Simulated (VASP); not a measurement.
The system is Si2W.

```
Si W
1.0
    -1.60737    1.60737    3.90103
     1.60737   -1.60737    3.90103
     1.60737    1.60737   -3.90103
Si W
2 1
Direct
  0.33499 0.33499 0.00000
  0.66501 0.66501 0.00000
  0.00000 0.00000 0.00000
```

```yaml
Program: VASP 6.6.1
Task: relaxation of cell and atoms
Functional: LDA
Potentials_or_basis: VASP PAW LDA potentials, release 64 (Si, W_sv)
Cutoff: 600 eV
k_mesh: 18 × 18 × 18
Occupations: gaussian, width 0.1 eV
Spin: no spin polarisation
```

At the start: pressure -4.2 GPa; volume 13.44 Å³/atom.

**Question.** Where does the relaxation end?

**Answer.** Over 10 steps the energy falls by 3.6 meV/atom and the volume is 13.19 Å³/atom (-1.9 %); space group I4/mmm (No. 139, to 0.05 Å).

Step by step:
```tsv
step	energy change (eV)	largest force (eV/Å)	pressure (GPa)	volume (Å³)
1	0.0000	0.0036	-4.21	40.32
2	0.0225	0.1476	8.54	38.29
3	-0.0103	0.0528	0.06	39.57
4	-0.0103	0.0537	0.15	39.56
5	-0.0106	0.0020	-0.01	39.56
6	-0.0107	0.0187	0.04	39.56
7	-0.0107	0.0014	-0.06	39.57
8	-0.0107	0.0025	-0.06	39.57
9	-0.0107	0.0028	0.05	39.56
10	-0.0107	0.0000	0.00	39.56
```

Final structure:
```cif
data_structure
_symmetry_space_group_name_H-M 'P 1'
_symmetry_Int_Tables_number 1
_cell_length_a 4.4963
_cell_length_b 4.4963
_cell_length_c 4.4963
_cell_angle_alpha 138.455
_cell_angle_beta 138.455
_cell_angle_gamma 60.207
_cell_volume 39.56
loop_
_atom_site_label
_atom_site_type_symbol
_atom_site_fract_x
_atom_site_fract_y
_atom_site_fract_z
_atom_site_occupancy
Si1 Si 0.33467 0.33467 0.00000 1
Si2 Si 0.66533 0.66533 0.00000 1
W1 W 0.00000 0.00000 0.00000 1
```
